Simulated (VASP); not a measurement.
# BN (series) (F-43m) in VASP: notebook

The runs below take BN (series) through single point, with PBE.

Program: VASP 6.6.1. These are calculated values, not measurements. Logs are shortened: lines on timing, memory, paths and dates and some standing lists are left out, and cuts for length are marked.

## (1) The cell of the first run

Symmetry: F-43m, No. 216, cubic system. Conventional cell: a = 3.615 Å, b = 3.615 Å, c = 3.615 Å, α = 90.00°, β = 90.00°, γ = 90.00°. B (site symmetry -43m) has 4 N at 1.57 Å within 2.1 Å. Within 2.1 Å of N (site symmetry -43m) lie 4 B at 1.57 Å.

## (2) Single point, PBE

The input, INCAR:

```
SYSTEM = BN
PREC     = Accurate       ! precision mode
ENCUT    = 600            ! plane-wave cutoff, eV
EDIFF    = 1E-6           ! SCF threshold, eV
ISMEAR   = 0              ! smearing method
SIGMA    = 0.02           ! smearing width, eV
LREAL    = .FALSE.        ! projectors in reciprocal space
LASPH    = .TRUE.         ! aspherical terms in the spheres
NELM     = 120            ! most SCF steps
ALGO     = Normal         ! electronic algorithm
ISIF     = 2              ! what is computed and relaxed
LWAVE    = .FALSE.        ! write WAVECAR
LCHARG   = .TRUE.         ! write CHGCAR
GGA      = PE             ! functional
LELF     = .TRUE.         ! ELF
LVHAR    = .TRUE.       
NBANDS   = 11             ! bands
GGA_COMPAT= .FALSE.
```

The input, KPOINTS:

```
Automatic mesh
0
G
  8 8 8
  0 0 0
```

The input, POSCAR:

```
BN
1.0
    0.0000000000      1.8075000000      1.8075000000
    1.8075000000      0.0000000000      1.8075000000
    1.8075000000      1.8075000000      0.0000000000
B N
1 1
Direct
    0.0000000000      0.0000000000      0.0000000000
    0.2500000000      0.2500000000      0.2500000000
```

Potentials or basis: VASP PAW PBE potentials, release 64 (B, N).

Run with:

```
$ cat potpaw_PBE.64/B/POTCAR potpaw_PBE.64/N/POTCAR > POTCAR
$ mpirun -np 1 vasp_std > vasp.out
```

OUTCAR:

```text
SYSTEM = BN
   PREC = Accurate
   ENCUT = 600
   EDIFF = 1E-6
   ISMEAR = 0
   LREAL = .FALSE.
   LASPH = .TRUE.
   NELM = 120
   ISIF = 2
   GGA = PE

 ion  position               nearest neighbor table
   1  0.000  0.000  0.000-   2 1.57   2 1.57   2 1.57   2 1.57
   2  0.250  0.250  0.250-   1 1.57   1 1.57   1 1.57   1 1.57

  LATTYP: Found a face centered cubic cell.
 ALAT       =     3.6150000000

  Lattice vectors:

 A1 = (   0.0000000000,   1.8075000000,   1.8075000000)
 A2 = (   1.8075000000,   0.0000000000,   1.8075000000)
 A3 = (   1.8075000000,   1.8075000000,   0.0000000000)

Analysis of symmetry for initial positions (statically):
=====================================================================
 Subroutine PRICEL returns:
 Original cell was already a primitive cell.

 Routine SETGRP: Setting up the symmetry group for a
 face centered cubic supercell.

 Subroutine GETGRP returns: Found 24 space group operations
 (whereof 24 operations were pure point group operations)
 out of a pool of 48 trial point group operations.

The static configuration has the point symmetry T_d .

Analysis of symmetry for dynamics (positions and initial velocities):
=====================================================================
 Subroutine PRICEL returns:
 Original cell was already a primitive cell.

 Routine SETGRP: Setting up the symmetry group for a
 face centered cubic supercell.

 Subroutine GETGRP returns: Found 24 space group operations
 (whereof 24 operations were pure point group operations)
 out of a pool of 48 trial point group operations.

The dynamic configuration has the point symmetry T_d .

 Subroutine INISYM returns: Found 24 space group operations
 (whereof 24 operations are pure point group operations),
 and found     1 'primitive' translations

----------------------------------------------------------------------------------------

                                     Primitive cell

  volume of cell :      11.8104

  direct lattice vectors                    reciprocal lattice vectors
     0.000000000  1.807500000  1.807500000    -0.276625173  0.276625173  0.276625173
     1.807500000  0.000000000  1.807500000     0.276625173 -0.276625173  0.276625173
     1.807500000  1.807500000  0.000000000     0.276625173  0.276625173 -0.276625173

  length of vectors
     2.556191014  2.556191014  2.556191014     0.479128854  0.479128854  0.479128854

  position of ions in fractional coordinates (direct lattice)
     0.000000000  0.000000000  0.000000000
     0.250000000  0.250000000  0.250000000

  ion indices of the primitive-cell ions
   primitive index   ion index
                 1           1
                 2           2

----------------------------------------------------------------------------------------

 KPOINTS: Automatic mesh

Automatic generation of k-mesh.
 Grid dimensions read from file:
 generate k-points for:    8    8    8

 Generating k-lattice:

  Cartesian coordinates                     Fractional coordinates (reciprocal lattice)
    -0.034578147  0.034578147  0.034578147     0.125000000  0.000000000  0.000000000
     0.034578147 -0.034578147  0.034578147     0.000000000  0.125000000  0.000000000
     0.034578147  0.034578147 -0.034578147     0.000000000  0.000000000  0.125000000

  Length of vectors
     0.059891107  0.059891107  0.059891107

  Shift w.r.t. Gamma in fractional coordinates (k-lattice)
     0.000000000  0.000000000  0.000000000

 Subroutine IBZKPT returns following result:
 ===========================================

 Found     29 irreducible k-points:

 Following reciprocal coordinates:
            Coordinates               Weight
  0.000000  0.000000  0.000000      1.000000
  0.125000  0.000000  0.000000      8.000000
  0.250000  0.000000  0.000000      8.000000
  0.375000  0.000000  0.000000      8.000000
  0.500000  0.000000  0.000000      4.000000
  0.125000  0.125000  0.000000      6.000000
[... 16 lines left out ...]
  0.500000  0.250000  0.125000     48.000000
 -0.375000  0.250000  0.125000     24.000000
 [... further k-points ...]
   k-points           NKPTS =     29   k-points in BZ     NKDIM =     29   number of bands    NBANDS=     11
   number of dos      NEDOS =    301   number of ions     NIONS =      2
   total plane-waves  NPLWV =   8000
   dimension x,y,z NGX =    20 NGY =   20 NGZ =   20
   dimension x,y,z NGXF=    40 NGYF=   40 NGZF=   40
   ions per type =               1   1
   NGX,Y,Z   is equivalent  to a cutoff of  13.01, 13.01, 13.01 a.u.
   NGXF,Y,Z  is equivalent  to a cutoff of  26.01, 26.01, 26.01 a.u.
 SYSTEM =  BN
   PREC   = accura    normal or accurate (medium, high low for compatibility)
   ISTART =      0    job   : 0-new  1-cont  2-samecut
   ICHARG =      2    charge: 1-file 2-atom 10-const
   ISPIN  =      1    spin polarized calculation?
   LNONCOLLINEAR =      F non collinear calculations
   LSORBIT =      F    spin-orbit coupling
   LASPH  =      T    aspherical Exc in radial PAW
   ENCUT  =  600.0 eV  44.10 Ry    6.64 a.u.   5.11  5.11  5.11*2*pi/ulx,y,z
   NELM   =    120;   NELMIN=  2; NELMDL= -5     # of ELM steps
   EDIFF  = 0.1E-05   stopping-criterion for ELM
   LREAL  =      F    real-space projection
   EDIFFG = 0.1E-04   stopping-criterion for IOM
   NSW    =      0    number of steps for IOM
   IBRION =     -1    ionic relax: 0-MD 1-quasi-New 2-CG
   NFREE  =      0    steps in history (QN), initial steepest desc. (CG)
   ISIF   =      2    stress and relaxation
   ISYM   =      2    0-nonsym 1-usesym 2-fastsym
   POTIM  = 0.5000    time-step for ionic-motion
   TEBEG  =    0.0;   TEEND  =   0.0 temperature during run
   PSTRESS=    0.0 pullay stress
   NELECT =       8.0000    total number of electrons
   NUPDOWN=      -1.0000    fix difference up-down
   EMIN   =  10.00;   EMAX   =-10.00  energy-range for DOS
   EFERMI =   0.00;   METHOD = LEGACY
   ISMEAR =     0;   SIGMA  =   0.02  broadening in eV -4-tet -1-fermi 0-gaus
   EFERMI_NEDOS =   21; number of points for ismear=-14 and -15
   IALGO  =     38    algorithm
   IMIX   =      4    mixing-type and parameters
     AMIX     =   0.40;   BMIX     =  1.00
     AMIX_MAG =   1.60;   BMIX_MAG =  1.00
  volume/ion in A,a.u.               =       5.91        39.85
  Fermi-wavevector in a.u.,A,eV,Ry     =   1.437749  2.716952 28.124920  2.067123
  Thomas-Fermi vector in A             =   2.556793
   LORBIT       =      0    0 simple, 1 ext, 2 COOP (PROOUT), +10 PAW based schemes
   GGA     = PE    functional components
   LHFCALC =     F    Hartree Fock is set to
   AEXX    =    0.0000 exact exchange contribution
   IVDW    =     0    specifies the selected vdW correction
   LEPSILON=     F    determine dielectric tensor
   LRPA    =     F    only Hartree local field effects (RPA)
 non-spin polarized calculation
 Gauss-broadening in eV      SIGMA  =   0.02
  energy-cutoff  :      600.00
  volume of cell :       11.81
 maximum number of plane-waves:       411
   NGX = 11   NGY = 11   NGZ = 11

 number of electron       7.9999999 magnetization

 Free energy of the ion-electron system (eV)
  ---------------------------------------------------
  ext. energy  EPLUGINS =         0.00000000
  ---------------------------------------------------
  free energy    TOTEN  =       -17.45315795 eV

  energy without entropy =      -17.45315795  energy(sigma->0) =      -17.45315795

 E-fermi :   7.6140     XC(G=0): -12.8221

 val. band max:        7.4027451044   @ k =   0.0000   0.0000   0.0000
 cond. band min:      11.8620848926   @ k =   0.5000   0.5000   0.0000
 fundamental gap:      4.4593397882
 Fermi energy:         7.6140224542

 k-point     1 :       0.0000    0.0000    0.0000
  band No.  band energies     occupation
      1     -12.8281      2.00000
      2       7.4027      2.00000
      3       7.4027      2.00000
      4       7.4027      2.00000
      5      16.2224      0.00000
      6      16.2224      0.00000
      7      16.2224      0.00000
      8      17.7527      0.00000
      9      32.1550      0.00000
     10      35.1689      0.00000
     11      35.1689      0.00000

 k-point     2 :       0.1250    0.0000    0.0000
  band No.  band energies     occupation
      1     -12.4492      2.00000
      2       5.5272      2.00000
      3       7.0226      2.00000
      4       7.0226      2.00000
      5      16.5919      0.00000
      6      16.7932      0.00000
      7      16.7932      0.00000
      8      18.9347      0.00000
      9      31.7034      0.00000
     10      32.0529      0.00000
     11      32.0529      0.00000

 k-point     3 :       0.2500    0.0000    0.0000
  band No.  band energies     occupation
      1     -11.3494      2.00000
      2       1.9246      2.00000
      3       6.2749      2.00000
      4       6.2749      2.00000
      5      17.0495      0.00000
      6      17.7419      0.00000
      7      17.7419      0.00000
      8      20.9737      0.00000
      9      30.8521      0.00000
     10      31.0018      0.00000
     11      31.0018      0.00000

 k-point     4 :       0.3750    0.0000    0.0000
  band No.  band energies     occupation
      1      -9.7254      2.00000
      2      -1.5266      2.00000
      3       5.6791      2.00000
      4       5.6791      2.00000
      5      17.4127      0.00000
      6      18.1049      0.00000
      7      18.1049      0.00000
      8      22.2605      0.00000
      9      30.6534      0.00000
     10      32.5313      0.00000
     11      32.5313      0.00000
[... 239 lines left out ...]
 k-point    22 :       0.3750    0.2500    0.1250
  band No.  band energies     occupation
      1     -10.4124      2.00000
      2       1.7001      2.00000
      3       3.4639      2.00000
      4       5.3810      2.00000
      5      15.9719      0.00000
      6      19.2652      0.00000
      7      20.0098      0.00000
      8      20.7269      0.00000
      9      26.8865      0.00000
     10      33.0951      0.00000
     11      34.7421      0.00000

 k-point    23 :       0.5000    0.2500    0.1250
  band No.  band energies     occupation
      1      -8.8958      2.00000
      2      -0.8205      2.00000
      3       2.6501      2.00000
      4       4.4547      2.00000
      5      16.7923      0.00000
      6      18.7723      0.00000
      7      21.1389      0.00000
      8      22.0443      0.00000
      9      27.4990      0.00000
     10      32.6219      0.00000
     11      34.9027      0.00000

 k-point    24 :      -0.3750    0.2500    0.1250
  band No.  band energies     occupation
      1      -7.9090      2.00000
      2      -2.2931      2.00000
      3       2.5775      2.00000
      4       3.9525      2.00000
      5      16.9927      0.00000
      6      18.5807      0.00000
      7      21.7754      0.00000
      8      23.1759      0.00000
      9      26.8638      0.00000
     10      33.2438      0.00000
     11      34.8891      0.00000

 [... further k-points ...]
[... 5 lines left out ...]
  --------------------------------------------------------------------------------------
  -------------------------------------------------------------------------------------
  Total        0.2227481      0.2227481      0.2227481     -0.0000000     -0.0000000      0.0000000
  in kB       30.2175862     30.2175862     30.2175862     -0.0000000     -0.0000000      0.0000000
  external PRESSURE =      30.2175862 kB  Pullay stress =       0.0000000 kB

 VOLUME and BASIS-vectors are now :
 -----------------------------------------------------------------------------
  energy-cutoff  :      600.00
  volume of cell :       11.81
      direct lattice vectors                 reciprocal lattice vectors
     0.000000000  1.807500000  1.807500000    -0.276625173  0.276625173  0.276625173
     1.807500000  0.000000000  1.807500000     0.276625173 -0.276625173  0.276625173
     1.807500000  1.807500000  0.000000000     0.276625173  0.276625173 -0.276625173

 POSITION                                       TOTAL-FORCE (eV/Angst)
 -----------------------------------------------------------------------------------
      0.00000      0.00000      0.00000        -0.000000     -0.000000     -0.000000
      0.90375      0.90375      0.90375         0.000000      0.000000      0.000000
 -----------------------------------------------------------------------------------
    total drift:                                0.000000      0.000000      0.000000

  FREE ENERGIE OF THE ION-ELECTRON SYSTEM (eV)
  ---------------------------------------------------
  free  energy   TOTEN  =       -17.4531579547 eV

  energy  without entropy=      -17.4531579547  energy(sigma->0) =      -17.45315795
```

It took 7.9 s on 1 thread of Intel Xeon 8259CL, shared host; peak memory 0.12 GiB.

What came out:

- Free energy: -17.4532 eV
- Pressure: 3.0 GPa
- Band gap on the k mesh: 4.46 eV, indirect (least direct gap 8.82 eV)

A k mesh can miss the band edges. As with any semilocal functional, this PBE gap is likely too small.

## (3) Single point, PBE

The input, INCAR:

```
PREC = Accurate
ENCUT = 600
EDIFF = 1E-6
ISMEAR = 0
SIGMA = 0.02
LREAL = F
LASPH = T
NELM = 120
ALGO = Normal
ISIF = 2
LWAVE = F
LCHARG = F
GGA = PE
NBANDS = 11
GGA_COMPAT = F
```

The input, KPOINTS:

```
Automatic mesh
0
Gamma
  8 8 8
```

POSCAR is that of step 2.

Potentials or basis: VASP PAW PBE potentials, release 64 (B, N).

Run with:

```
$ cat potpaw_PBE.64/B/POTCAR potpaw_PBE.64/N/POTCAR > POTCAR
$ mpirun -np 1 vasp_std > vasp.out
```

OUTCAR:

```text
PREC = Accurate
   ENCUT = 600
   EDIFF = 1E-6
   ISMEAR = 0
   LREAL = F
   LASPH = T
   NELM = 120
   ISIF = 2
   GGA = PE

 ion  position               nearest neighbor table
   1  0.000  0.000  0.000-   2 1.57   2 1.57   2 1.57   2 1.57
   2  0.250  0.250  0.250-   1 1.57   1 1.57   1 1.57   1 1.57

  LATTYP: Found a face centered cubic cell.
 ALAT       =     3.6150000000

  Lattice vectors:

 A1 = (   0.0000000000,   1.8075000000,   1.8075000000)
 A2 = (   1.8075000000,   0.0000000000,   1.8075000000)
 A3 = (   1.8075000000,   1.8075000000,   0.0000000000)

Analysis of symmetry for initial positions (statically):
=====================================================================
 Subroutine PRICEL returns:
 Original cell was already a primitive cell.

 Routine SETGRP: Setting up the symmetry group for a
 face centered cubic supercell.

 Subroutine GETGRP returns: Found 24 space group operations
 (whereof 24 operations were pure point group operations)
 out of a pool of 48 trial point group operations.

The static configuration has the point symmetry T_d .

Analysis of symmetry for dynamics (positions and initial velocities):
[... 165 lines left out ...]

 k-point     1 :       0.0000    0.0000    0.0000
  band No.  band energies     occupation
      1     -12.8281      2.00000
      2       7.4027      2.00000
      3       7.4027      2.00000
      4       7.4027      2.00000
      5      16.2224      0.00000
      6      16.2224      0.00000
      7      16.2224      0.00000
      8      17.7527      0.00000
      9      32.1550      0.00000
     10      35.1689      0.00000
     11      35.1689      0.00000
[... 309 lines left out ...]
 k-point    24 :      -0.3750    0.2500    0.1250
  band No.  band energies     occupation
      1      -7.9090      2.00000
      2      -2.2931      2.00000
      3       2.5775      2.00000
      4       3.9525      2.00000
      5      16.9927      0.00000
      6      18.5807      0.00000
      7      21.7754      0.00000
      8      23.1759      0.00000
      9      26.8638      0.00000
     10      33.2438      0.00000
     11      34.8891      0.00000

 [... further k-points ...]
[... 5 lines left out ...]
  --------------------------------------------------------------------------------------
  -------------------------------------------------------------------------------------
  Total        0.2227481      0.2227481      0.2227481     -0.0000000     -0.0000000      0.0000000
  in kB       30.2175862     30.2175862     30.2175862     -0.0000000     -0.0000000      0.0000000
  external PRESSURE =      30.2175862 kB  Pullay stress =       0.0000000 kB

 VOLUME and BASIS-vectors are now :
 -----------------------------------------------------------------------------
  energy-cutoff  :      600.00
  volume of cell :       11.81
      direct lattice vectors                 reciprocal lattice vectors
     0.000000000  1.807500000  1.807500000    -0.276625173  0.276625173  0.276625173
     1.807500000  0.000000000  1.807500000     0.276625173 -0.276625173  0.276625173
     1.807500000  1.807500000  0.000000000     0.276625173  0.276625173 -0.276625173

 POSITION                                       TOTAL-FORCE (eV/Angst)
 -----------------------------------------------------------------------------------
      0.00000      0.00000      0.00000        -0.000000     -0.000000     -0.000000
      0.90375      0.90375      0.90375         0.000000      0.000000      0.000000
 -----------------------------------------------------------------------------------
    total drift:                                0.000000      0.000000      0.000000

  FREE ENERGIE OF THE ION-ELECTRON SYSTEM (eV)
  ---------------------------------------------------
  free  energy   TOTEN  =       -17.4531579547 eV

  energy  without entropy=      -17.4531579547  energy(sigma->0) =      -17.45315795
```

OSZICAR:

```text
N       E                     dE             d eps       ncg     rms          rms(c)
DAV:   1     0.160584653868E+02    0.16058E+02   -0.52767E+03   638   0.808E+02
DAV:   2    -0.177241037699E+02   -0.33783E+02   -0.32703E+02   778   0.193E+02
DAV:   3    -0.184181886461E+02   -0.69408E+00   -0.69291E+00   749   0.233E+01
DAV:   4    -0.184190684620E+02   -0.87982E-03   -0.87980E-03   692   0.919E-01
DAV:   5    -0.184190692550E+02   -0.79301E-06   -0.79297E-06   758   0.281E-02    0.668E+00
DAV:   6    -0.175391235640E+02    0.87995E+00   -0.29452E+00   727   0.104E+01    0.324E+00
DAV:   7    -0.174671761434E+02    0.71947E-01   -0.10122E-01   701   0.266E+00    0.191E+00
DAV:   8    -0.174528750211E+02    0.14301E-01   -0.35914E-02   719   0.139E+00    0.193E-01
DAV:   9    -0.174530656090E+02   -0.19059E-03   -0.91109E-04   668   0.262E-01    0.830E-02
DAV:  10    -0.174531527676E+02   -0.87159E-04   -0.12183E-04   724   0.100E-01    0.154E-02
DAV:  11    -0.174531578790E+02   -0.51113E-05   -0.84682E-06   698   0.245E-02    0.102E-02
DAV:  12    -0.174531579547E+02   -0.75732E-07   -0.14155E-06   433   0.884E-03
   1 F= -.17453158E+02 E0= -.17453158E+02  d E =-.226397E-52
```

stdout:

```text
POSCAR found type information on POSCAR B N
 POSCAR found :  2 types and       2 ions
 scaLAPACK will be used
 LDA part: xc-table for (Slater+PW92), standard interpolation
 POSCAR, INCAR and KPOINTS ok, starting setup
 FFT: planning ... GRIDC
 FFT: planning ... GRID_SOFT
 FFT: planning ... GRID
 WAVECAR not read
 entering main loop
```

Run time: 7.2 s. Hardware: 1 thread of Intel Xeon 8259CL, shared host; peak memory 0.12 GiB.

Results:

* Free energy: -17.4532 eV
* Pressure: 3.0 GPa
* Band gap on the k mesh: 4.46 eV, indirect (least direct gap 8.82 eV)

Levels at points of the mesh, in eV from the valence-band top:
| k point | band 2 | band 3 | band 4 | band 5 | band 6 | band 7 |
| --- | --- | --- | --- | --- | --- | --- |
| (0.00, 0.00, 0.00) | 0.00 | 0.00 | 0.00 | 8.82 | 8.82 | 8.82 |
| (0.50, 0.00, 0.00) | -10.69 | -1.94 | -1.94 | 10.15 | 10.71 | 10.71 |
| (0.50, 0.50, 0.00) | -8.92 | -4.90 | -4.90 | 4.46 | 9.23 | 17.92 |

A k mesh can miss the band edges.

[end of part 1 of 2]
